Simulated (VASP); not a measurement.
# IrSe (Fm-3m) in VASP: notebook

Runs on IrSe. Level: r2SCAN. Tasks: single point.

All numbers are computed with VASP 6.6.1; they aren't measurements. Logs are shortened: lines on timing, memory, paths and dates and some standing lists are left out, and cuts for length are marked.

## (1) The cell of the first run

Symmetry: Fm-3m, No. 225, cubic system. Conventional cell: a = 5.186 Å, b = 5.186 Å, c = 5.186 Å, α = 90.00°, β = 90.00°, γ = 90.00°. Within 3.4 Å of Ir (site symmetry m-3m) lie 6 Se at 2.59 Å. Within 3.4 Å of Se (site symmetry m-3m) lie 6 Ir at 2.59 Å.

## (2) Single point, r2SCAN (volume scaled by 1.020)

POSCAR

```
IrSe
1.0
    0.0000000000      2.5929884902      2.5929884902
    2.5929884902      0.0000000000      2.5929884902
    2.5929884902      2.5929884902      0.0000000000
Ir Se
1 1
Direct
    0.5000000000      0.5000000000      0.5000000000
    0.0000000000      0.0000000000      0.0000000000
```

INCAR.step1

```
SYSTEM = IrSe
PREC = Accurate ; ENCUT = 520
ISMEAR = 0 ; SIGMA = 0.05
LREAL = .False. ; LASPH = .True.
NELM = 100 ; NBANDS = 14
GGA = PE ; ALGO = Normal
EDIFF = 1E-4 ; LWAVE = .True.
LCHARG = .False.
```

INCAR.step2

```
SYSTEM = IrSe
PREC = Accurate ; ENCUT = 520
EDIFF = 1E-6 ; ISMEAR = 0
SIGMA = 0.05 ; LREAL = .False.
LASPH = .True. ; NELM = 100
ALGO = Normal ; ISIF = 2
LWAVE = .False. ; LCHARG = .False.
METAGGA = R2SCAN ; LMIXTAU = .True.
NBANDS = 14 ; ISTART = 1
```

KPOINTS

```
Automatic mesh
0
Gamma
  12 12 12
  0 0 0
```

Potentials or basis: VASP PAW PBE potentials, release 64 (Ir, Se).

On the command line:

```bash
$ cat potpaw_PBE.64/Ir/POTCAR potpaw_PBE.64/Se/POTCAR > POTCAR
$ cp INCAR.step1 INCAR
$ mpirun -np 1 vasp_std > vasp.out
$ cp INCAR.step2 INCAR
$ mpirun -np 1 vasp_std > vasp.out
```

OUTCAR:

```text
SYSTEM = IrSe
   PREC = Accurate
   ENCUT = 520
   EDIFF = 1E-6
   ISMEAR = 0
   LREAL = .False.
   LASPH = .True.
   NELM = 100
   ISIF = 2
   METAGGA = R2SCAN
   ISTART = 1

 ion  position               nearest neighbor table
   1  0.500  0.500  0.500-   2 2.59   2 2.59   2 2.59   2 2.59   2 2.59   2 2.59
   2  0.000  0.000  0.000-   1 2.59   1 2.59   1 2.59   1 2.59   1 2.59   1 2.59

  LATTYP: Found a face centered cubic cell.
 ALAT       =     5.1859769804

  Lattice vectors:

 A1 = (   0.0000000000,   2.5929884902,   2.5929884902)
 A2 = (   2.5929884902,   0.0000000000,   2.5929884902)
 A3 = (   2.5929884902,   2.5929884902,   0.0000000000)

Analysis of symmetry for initial positions (statically):
=====================================================================
 Subroutine PRICEL returns:
 Original cell was already a primitive cell.

 Routine SETGRP: Setting up the symmetry group for a
 face centered cubic supercell.

 Subroutine GETGRP returns: Found 48 space group operations
 (whereof 48 operations were pure point group operations)
 out of a pool of 48 trial point group operations.

The static configuration has the point symmetry O_h .

Analysis of symmetry for dynamics (positions and initial velocities):
=====================================================================
 Subroutine PRICEL returns:
 Original cell was already a primitive cell.

 Routine SETGRP: Setting up the symmetry group for a
 face centered cubic supercell.

 Subroutine GETGRP returns: Found 48 space group operations
 (whereof 48 operations were pure point group operations)
 out of a pool of 48 trial point group operations.

The dynamic configuration has the point symmetry O_h .

 Subroutine INISYM returns: Found 48 space group operations
 (whereof 48 operations are pure point group operations),
 and found     1 'primitive' translations

----------------------------------------------------------------------------------------

                                     Primitive cell

  volume of cell :      34.8684

  direct lattice vectors                    reciprocal lattice vectors
     0.000000000  2.592988490  2.592988490    -0.192827697  0.192827697  0.192827697
     2.592988490  0.000000000  2.592988490     0.192827697 -0.192827697  0.192827697
     2.592988490  2.592988490  0.000000000     0.192827697  0.192827697 -0.192827697

  length of vectors
     3.667039490  3.667039490  3.667039490     0.333987369  0.333987369  0.333987369

  position of ions in fractional coordinates (direct lattice)
     0.500000000  0.500000000  0.500000000
     0.000000000  0.000000000  0.000000000

  ion indices of the primitive-cell ions
   primitive index   ion index
                 1           1
                 2           2

----------------------------------------------------------------------------------------

 KPOINTS: Automatic mesh

Automatic generation of k-mesh.
 Grid dimensions read from file:
 generate k-points for:   12   12   12

 Generating k-lattice:

  Cartesian coordinates                     Fractional coordinates (reciprocal lattice)
    -0.016068975  0.016068975  0.016068975     0.083333333  0.000000000  0.000000000
     0.016068975 -0.016068975  0.016068975     0.000000000  0.083333333  0.000000000
     0.016068975  0.016068975 -0.016068975     0.000000000  0.000000000  0.083333333

  Length of vectors
     0.027832281  0.027832281  0.027832281

  Shift w.r.t. Gamma in fractional coordinates (k-lattice)
     0.000000000  0.000000000  0.000000000

 Subroutine IBZKPT returns following result:
 ===========================================

 Found     72 irreducible k-points:

 Following reciprocal coordinates:
            Coordinates               Weight
  0.000000  0.000000  0.000000      1.000000
  0.083333  0.000000  0.000000      8.000000
  0.166667  0.000000  0.000000      8.000000
  0.250000  0.000000  0.000000      8.000000
  0.333333  0.000000  0.000000      8.000000
  0.416667  0.000000  0.000000      8.000000
[... 16 lines left out ...]
  0.500000  0.166667  0.000000     24.000000
 -0.416667  0.166667  0.000000     24.000000
 [... further k-points ...]
   k-points           NKPTS =     72   k-points in BZ     NKDIM =     72   number of bands    NBANDS=     14
   number of dos      NEDOS =    301   number of ions     NIONS =      2
   total plane-waves  NPLWV =  21952
   dimension x,y,z NGX =    28 NGY =   28 NGZ =   28
   dimension x,y,z NGXF=    56 NGYF=   56 NGZF=   56
   ions per type =               1   1
   NGX,Y,Z   is equivalent  to a cutoff of  12.69, 12.69, 12.69 a.u.
   NGXF,Y,Z  is equivalent  to a cutoff of  25.39, 25.39, 25.39 a.u.
 SYSTEM =  IrSe
   PREC   = accura    normal or accurate (medium, high low for compatibility)
   ISTART =      1    job   : 0-new  1-cont  2-samecut
   ICHARG =      0    charge: 1-file 2-atom 10-const
   ISPIN  =      1    spin polarized calculation?
   LNONCOLLINEAR =      F non collinear calculations
   LSORBIT =      F    spin-orbit coupling
   LASPH  =      T    aspherical Exc in radial PAW
   ENCUT  =  520.0 eV  38.22 Ry    6.18 a.u.   6.82  6.82  6.82*2*pi/ulx,y,z
   NELM   =    100;   NELMIN=  2; NELMDL=  0     # of ELM steps
   EDIFF  = 0.1E-05   stopping-criterion for ELM
   LREAL  =      F    real-space projection
   EDIFFG = 0.1E-04   stopping-criterion for IOM
   NSW    =      0    number of steps for IOM
   IBRION =     -1    ionic relax: 0-MD 1-quasi-New 2-CG
   NFREE  =      0    steps in history (QN), initial steepest desc. (CG)
   ISIF   =      2    stress and relaxation
   ISYM   =      2    0-nonsym 1-usesym 2-fastsym
   POTIM  = 0.5000    time-step for ionic-motion
   TEBEG  =    0.0;   TEEND  =   0.0 temperature during run
   PSTRESS=    0.0 pullay stress
   NELECT =      15.0000    total number of electrons
   NUPDOWN=      -1.0000    fix difference up-down
   EMIN   =  10.00;   EMAX   =-10.00  energy-range for DOS
   EFERMI =   0.00;   METHOD = LEGACY
   ISMEAR =     0;   SIGMA  =   0.05  broadening in eV -4-tet -1-fermi 0-gaus
   EFERMI_NEDOS =   21; number of points for ismear=-14 and -15
   IALGO  =     38    algorithm
   IMIX   =      4    mixing-type and parameters
     AMIX     =   0.40;   BMIX     =  1.00
     AMIX_MAG =   1.60;   BMIX_MAG =  1.00
  volume/ion in A,a.u.               =      17.43       117.65
  Fermi-wavevector in a.u.,A,eV,Ry     =   1.235837  2.335394 20.780097  1.527294
  Thomas-Fermi vector in A             =   2.370471
   LORBIT       =      0    0 simple, 1 ext, 2 COOP (PROOUT), +10 PAW based schemes
   METAGGA = R2SCAN    functional components
   LHFCALC =     F    Hartree Fock is set to
   AEXX    =    0.0000 exact exchange contribution
   IVDW    =     0    specifies the selected vdW correction
   LEPSILON=     F    determine dielectric tensor
   LRPA    =     F    only Hartree local field effects (RPA)
 non-spin polarized calculation
 Gauss-broadening in eV      SIGMA  =   0.05
  energy-cutoff  :      520.00
  volume of cell :       34.87
 maximum number of plane-waves:       960
   NGX = 13   NGY = 13   NGZ = 13

 number of electron      14.9999998 magnetization

 Free energy of the ion-electron system (eV)
  ---------------------------------------------------
  ext. energy  EPLUGINS =         0.00000000
  ---------------------------------------------------
  free energy    TOTEN  =       -65.84732535 eV

  energy without entropy =      -65.84458430  energy(sigma->0) =      -65.84595482

 E-fermi :   7.1195     XC(G=0): -12.5980

 val. band max:        7.1143986327   @ k =   0.4167   0.2500   0.0833
 cond. band min:       7.1294796488   @ k =  -0.3333   0.3333   0.0833
 fundamental gap:      0.0150810161
 Fermi energy:         7.1194967837

 k-point     1 :       0.0000    0.0000    0.0000
  band No.  band energies     occupation
      1      -9.2635      2.00000
      2       4.3684      2.00000
      3       4.3684      2.00000
      4       4.3684      2.00000
      5       4.6327      2.00000
      6       4.6327      2.00000
      7       5.3669      2.00000
      8       5.3669      2.00000
      9       5.3669      2.00000
     10       9.6341      0.00000
     11      17.5255      0.00000
     12      19.9734      0.00000
     13      19.9734      0.00000
     14      19.9734      0.00000

 k-point     2 :       0.0833    0.0000    0.0000
  band No.  band energies     occupation
      1      -9.1715      2.00000
      2       3.8091      2.00000
      3       3.8650      2.00000
      4       3.8651      2.00000
      5       4.4848      2.00000
      6       4.4848      2.00000
      7       5.3422      2.00000
      8       6.2184      2.00000
      9       6.2184      2.00000
     10      10.2862      0.00000
     11      17.3373      0.00000
     12      19.4654      0.00000
     13      19.5846      0.00000
     14      19.5846      0.00000

 k-point     3 :       0.1667    0.0000    0.0000
  band No.  band energies     occupation
      1      -8.9055      2.00000
      2       2.5586      2.00000
      3       3.0129      2.00000
      4       3.0130      2.00000
      5       4.6955      2.00000
      6       4.6955      2.00000
      7       5.4084      2.00000
      8       7.4365      0.00000
      9       7.4365      0.00000
     10      11.6087      0.00000
     11      16.4102      0.00000
     12      18.4179      0.00000
     13      18.4179      0.00000
     14      19.3896      0.00000

 k-point     4 :       0.2500    0.0000    0.0000
  band No.  band energies     occupation
      1      -8.4987      2.00000
      2       1.1889      2.00000
      3       2.3134      2.00000
      4       2.3134      2.00000
      5       5.0148      2.00000
      6       5.0149      2.00000
      7       5.5864      2.00000
      8       8.6937      0.00000
      9       8.6937      0.00000
     10      12.5330      0.00000
     11      15.6450      0.00000
     12      16.9611      0.00000
     13      16.9611      0.00000
     14      19.9132      0.00000

 k-point     5 :       0.3333    0.0000    0.0000
  band No.  band energies     occupation
      1      -8.0205      2.00000
      2      -0.0309      2.00000
      3       1.8009      2.00000
      4       1.8009      2.00000
      5       5.3713      2.00000
      6       5.3713      2.00000
      7       5.8545      2.00000
      8       9.8891      0.00000
      9       9.8892      0.00000
     10      12.0609      0.00000
     11      15.5801      0.00000
[... 276 lines left out ...]
 k-point    22 :       0.4167    0.1667    0.0000
  band No.  band energies     occupation
      1      -7.8000      2.00000
      2      -0.1671      2.00000
      3       1.6360      2.00000
      4       2.0721      2.00000
      5       4.8842      2.00000
      6       5.7622      2.00000
      7       6.1882      2.00000
      8       8.4154      0.00000
      9       9.6408      0.00000
     10      12.3836      0.00000
     11      13.8838      0.00000
     12      16.7443      0.00000
     13      17.3577      0.00000
     14      21.0783      0.00000

 k-point    23 :       0.5000    0.1667    0.0000
  band No.  band energies     occupation
      1      -7.5150      2.00000
      2      -0.6284      2.00000
      3       1.3810      2.00000
      4       1.7067      2.00000
      5       5.2978      2.00000
      6       5.8583      2.00000
      7       6.1919      2.00000
      8       9.3665      0.00000
      9       9.4125      0.00000
     10      12.2213      0.00000
     11      13.8213      0.00000
     12      16.1714      0.00000
     13      17.5360      0.00000
     14      21.9900      0.00000

 k-point    24 :      -0.4167    0.1667    0.0000
  band No.  band energies     occupation
      1      -7.4539      2.00000
      2      -0.7547      2.00000
      3       1.4209      2.00000
      4       1.5216      2.00000
      5       5.6536      2.00000
      6       5.7224      2.00000
      7       6.1158      2.00000
      8       8.8084      0.00000
      9      10.3477      0.00000
     10      12.0521      0.00000
     11      14.4303      0.00000
     12      15.6007      0.00000
     13      17.3183      0.00000
     14      21.0226      0.00000

 [... further k-points ...]
[... 5 lines left out ...]
  --------------------------------------------------------------------------------------
  -------------------------------------------------------------------------------------
  Total       -0.5675422     -0.5675422     -0.5675422      0.0000000     -0.0000000     -0.0000000
  in kB      -26.0781633    -26.0781633    -26.0781633      0.0000000     -0.0000000     -0.0000000
  external PRESSURE =     -26.0781633 kB  Pullay stress =       0.0000000 kB

 VOLUME and BASIS-vectors are now :
 -----------------------------------------------------------------------------
  energy-cutoff  :      520.00
  volume of cell :       34.87
      direct lattice vectors                 reciprocal lattice vectors
     0.000000000  2.592988490  2.592988490    -0.192827697  0.192827697  0.192827697
     2.592988490  0.000000000  2.592988490     0.192827697 -0.192827697  0.192827697
     2.592988490  2.592988490  0.000000000     0.192827697  0.192827697 -0.192827697

 POSITION                                       TOTAL-FORCE (eV/Angst)
 -----------------------------------------------------------------------------------
      2.59299      2.59299      2.59299        -0.000000      0.000000     -0.000000
      0.00000      0.00000      0.00000         0.000000     -0.000000      0.000000
 -----------------------------------------------------------------------------------
    total drift:                                0.000000      0.000000      0.000000

  FREE ENERGIE OF THE ION-ELECTRON SYSTEM (eV)
  ---------------------------------------------------
  free  energy   TOTEN  =       -65.8473253518 eV

  energy  without entropy=      -65.8445842967  energy(sigma->0) =      -65.84595482
```

It took 1.8 min on 1 thread of Intel Xeon Platinum 8559C (Emerald Rapids), shared host; peak memory 0.2 GiB.

Results:

* Free energy: -65.8473 eV
* Pressure: -2.6 GPa

Caveat: the PAW data sets were made with another functional, which shifts forces and pressure a little; spin-orbit coupling is left out, which moves the levels of the heavy elements.

## (3) Single point, r2SCAN (volume scaled by 1.040)

POSCAR

```
IrSe
1.0
    0.0000000000      2.6098265496      2.6098265496
    2.6098265496      0.0000000000      2.6098265496
    2.6098265496      2.6098265496      0.0000000000
Ir Se
1 1
Direct
    0.5000000000      0.5000000000      0.5000000000
    0.0000000000      0.0000000000      0.0000000000
```

INCAR.step1

```
SYSTEM = IrSe
ALGO = Normal ; EDIFF = 1E-4
ENCUT = 520 ; GGA = PE
ISMEAR = 0 ; LASPH = .True.
LCHARG = .False. ; LREAL = .False.
LWAVE = .True. ; NBANDS = 14
NELM = 60 ; PREC = Accurate
SIGMA = 0.05
```

INCAR.step2

```
SYSTEM = IrSe
ALGO = Normal ; EDIFF = 1E-7
ENCUT = 520 ; ISIF = 2
ISMEAR = 0 ; ISTART = 1
LASPH = .True. ; LCHARG = .True.
LELF = .True. ; LMIXTAU = .True.
LREAL = .False. ; LVHAR = .True.
LWAVE = .False. ; METAGGA = R2SCAN
NBANDS = 14 ; NELM = 60
PREC = Accurate ; SIGMA = 0.05
```

KPOINTS

```
k-points
0
Gamma
  12 12 12
  0 0 0
```

Potentials or basis: VASP PAW PBE potentials, release 64 (Ir, Se).

On the command line:

```bash
$ cat potpaw_PBE.64/Ir/POTCAR potpaw_PBE.64/Se/POTCAR > POTCAR
$ cp INCAR.step1 INCAR
$ mpirun -np 1 vasp_std > vasp.out
$ cp INCAR.step2 INCAR
$ mpirun -np 1 vasp_std > vasp.out
```

Run time: 83 s. Hardware: 1 thread of Intel Xeon Platinum 8559C (Emerald Rapids), shared host; peak memory 0.19 GiB.

It converged, with:

- Free energy: -65.8300 eV
- Pressure: -5.5 GPa

Levels at points of the mesh, in eV from the Fermi level:
```tsv
k point	band 5	band 6	band 7	band 8	band 9	band 10	band 11	band 12
(0.00, 0.00, 0.00)	-2.39	-2.39	-1.72	-1.72	-1.72	2.37	10.45	12.74
(0.50, 0.00, 0.00)	-1.29	-1.29	-0.82	3.78	4.11	4.11	6.85	6.85
(0.50, 0.50, 0.00)	-3.48	-1.75	-0.87	-0.87	-0.26	1.14	9.87	12.54
```

Caveat: the PAW data sets were made with another functional, which shifts forces and pressure a little; spin-orbit coupling is left out, which moves the levels of the heavy elements.
